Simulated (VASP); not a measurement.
Here is a VASP 6.6.1 calculation.

POSCAR

```
HCl
1.0
    1.4485034599      3.6212586498      3.6212586498
    3.6212586498      1.4485034599      3.6212586498
    3.6212586498      3.6212586498      1.4485034599
H Cl
1 1
Direct
    0.0000000000      0.0000000000      0.0000000000
    0.5000000000      0.5000000000      0.5000000000
```

File INCAR.step1:

```
PREC = Accurate ; ENCUT = 520
ISMEAR = 0 ; SIGMA = 0.15
LREAL = False ; LASPH = True
NELM = 100 ; NBANDS = 11
GGA = PE ; ALGO = Normal
EDIFF = 1E-4 ; LWAVE = True
LCHARG = False
```

File INCAR.step2:

```
PREC = Accurate ; ENCUT = 520
EDIFF = 1E-7 ; ISMEAR = 0
SIGMA = 0.15 ; LREAL = False
LASPH = True ; NELM = 100
ALGO = Normal ; ISIF = 2
LWAVE = False ; LCHARG = True
METAGGA = R2SCAN ; LMIXTAU = True
LELF = True ; LVHAR = True
NBANDS = 11 ; ISTART = 1
```

The input KPOINTS:

```
regular mesh
0
Gamma
  16 16 16
```

Potentials or basis: VASP PAW PBE potentials, release 64 (H, Cl).

Command:

```bash
$ cat potpaw_PBE.64/H/POTCAR potpaw_PBE.64/Cl/POTCAR > POTCAR
$ cp INCAR.step1 INCAR
$ mpirun -np 1 vasp_std > vasp.out
$ cp INCAR.step2 INCAR
$ mpirun -np 1 vasp_std > vasp.out
```

(1) Predict the band gap on the k mesh.

(2) Estimate the pressure.

## Answers

(1) zero (band 4 reaches -1.04 eV, above the bottom of band 5 at -2.07 eV).

(2) -5.3 GPa.

Caveat: the PAW data sets were made with another functional, which shifts forces and pressure a little.
